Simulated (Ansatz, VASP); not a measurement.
**One calculation of Mg2Sn, two programs**

INCAR

```
PREC = Accurate
ENCUT = 600
EDIFF = 1E-6
ISMEAR = -1
SIGMA = 0.02
LREAL = F
LASPH = T
NELM = 120
ALGO = Normal
ISIF = 2
LWAVE = F
LCHARG = T
GGA = PS
IVDW = 12
LELF = T
LVHAR = T
NBANDS = 16
GGA_COMPAT = F
```

The input KPOINTS:

```
regular mesh
0
Gamma
  4 4 4
```

Contents of POSCAR:

```
Mg2Sn
1.0
    0.0000000000      3.3799352825      3.3799352825
    3.3799352825      0.0000000000      3.3799352825
    3.3799352825      3.3799352825      0.0000000000
Sn Mg
1 2
Direct
    0.0000000000      0.0000000000      0.0000000000
    0.2500000000      0.2500000000      0.2500000000
    0.7500000000      0.7500000000      0.7500000000
```

Input for Ansatz:

```yaml
crystal:
  lattice:
    - [0.0, 3.3799352825, 3.3799352825]
    - [3.3799352825, 0.0, 3.3799352825]
    - [3.3799352825, 3.3799352825, 0.0]
  atoms:
    - { symbol: Sn, position: [0.0, 0.0, 0.0] }
    - { symbol: Mg, position: [0.25, 0.25, 0.25] }
    - { symbol: Mg, position: [0.75, 0.75, 0.75] }
kpoints:
  mp_grid: { grid: [4, 4, 4] }
hamiltonian:
  xc: pbesol
  dispersion: d3bj
scf:
  occupations: { method: fermi_dirac, width: 0.02 }
  n_extra_bands: 4
output:
  forces: true
  stress: true
  eigenvalues: true
```

Alike in both runs: task single point; functional PBEsol; dispersion D3(BJ); k mesh 4 × 4 × 4; occupations fermi-dirac, width 0.02 eV; no spin polarisation.

```csv
,VASP,Ansatz
version,VASP 6.6.1,Ansatz 0.2.0
potentials or method,"VASP PAW PBE potentials, release 64 (Sn_d, Mg)",plane waves
plane-wave cutoff (eV),600,420
valence electrons in the cell,18,34
```

```csv
,VASP,Ansatz,Ansatz less VASP
pressure (GPa),-2.0,-2.0,-0.03
```

VASP's potentials were made for PBE, not for PBEsol. VASP's potentials hold 18 valence electrons a cell and Ansatz's 34, so a difference there can come from the potentials and not from the codes.

The k mesh is coarse, so the values compare programs but aren't converged.
